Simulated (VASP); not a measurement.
BeS:

```
Be S
1.0
     0.00000    2.45865    2.41526
     2.45865    0.00000    2.41526
     2.45865    2.45865    0.00000
Be S
1 1
Direct
  0.00000 0.00000 0.00000
  0.25000 0.25000 0.25000
```

This cell differs from its parent crystal: epitaxial xy strain +1.0%.

Base run:

```yaml
Program: VASP 6.6.1
Functional: PBE
Potentials_or_basis: VASP PAW PBE potentials, release 64 (Be, S)
Cutoff: 520 eV
k_mesh: 10 × 10 × 10
Occupations: fermi-dirac, width 0.02 eV
Spin: no spin polarisation
```

Its results: band gap on the k mesh 3.01 eV, indirect (least direct gap 5.60 eV); pressure -0.7 GPa.

**Question.** The run is repeated on the same cell with these changes: functional from PBE to r2SCAN; occupations from fermi-dirac, width 0.02 eV to gaussian, width 0.01 eV. What comes out?

**Answer.** Band gap on the k mesh 3.47 eV, indirect (least direct gap 6.20 eV); pressure -0.9 GPa.

Caveats: the PAW data sets were made with another functional, which shifts forces and pressure a little (some runs).

A k mesh can miss the band edges.
